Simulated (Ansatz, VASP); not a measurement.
**Two plane-wave programs on BAs**

```xyz
2
Lattice="0.0000 2.3821 2.3821 2.3821 0.0000 2.3821 2.3821 2.3821 0.0000" Properties=species:S:1:pos:R:3 pbc="T T T"
B     0.0000    0.0000    0.0000
As    1.1910    1.1910    1.1910
```

Alike in both runs: task single point; functional PBE; dispersion D3(BJ); k mesh 10 × 10 × 10; occupations gaussian, width 0.02 eV; no spin polarisation.

|  | VASP | Ansatz |
| --- | --- | --- |
| version | VASP 6.6.1 | Ansatz 0.2.0 |
| potentials or method | VASP PAW PBE potentials, release 64 (B, As), cutoff 500 eV | scalar-relativistic, plane waves, PAW |
| valence electrons in the cell | 8 | 18 |

|  | VASP | Ansatz | Ansatz less VASP |
| --- | --- | --- | --- |
| gap on the k mesh at the Fermi level (eV) | 1.17 | 1.18 | +0.009 |
| least direct gap on the mesh (eV) | 3.29 | 3.29 | +0.003 |
| pressure (GPa) | 0.7 | 0.0 | -0.69 |

VASP's potentials hold 8 valence electrons a cell and Ansatz's 18, so a difference there can come from the potentials and not from the codes.
